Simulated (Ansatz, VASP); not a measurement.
## HgTe: VASP beside Ansatz

```
Hg Te
1.0
     0.00000    3.00952    3.00952
     3.00952    0.00000    3.00952
     3.00952    3.00952    0.00000
Hg Te
1 1
Direct
  0.00000 0.00000 0.00000
  0.50000 0.50000 0.50000
```

Change from the starting cell: volume scaled by 0.94, PAW files.

Alike in both runs: task single point; functional PBE; k mesh 12 × 12 × 12; occupations fermi-dirac, width 0.1 eV; no spin polarisation.

```csv
,VASP,Ansatz
version,VASP 6.6.1,Ansatz 0.2.0
potentials or method,"VASP PAW PBE potentials, release 64 (Hg, Te)","PAW with Ansatz's default frozen-core files, scalar-relativistic"
plane-wave cutoff (eV),520,420
valence electrons in the cell,18,36
```

```csv
,VASP,Ansatz,Ansatz less VASP
pressure (GPa),3.5,3.4,-0.14
```

VASP's potentials hold 18 valence electrons a cell and Ansatz's 36, so a difference there can come from the potentials and not from the codes.

Spin-orbit coupling is off throughout.
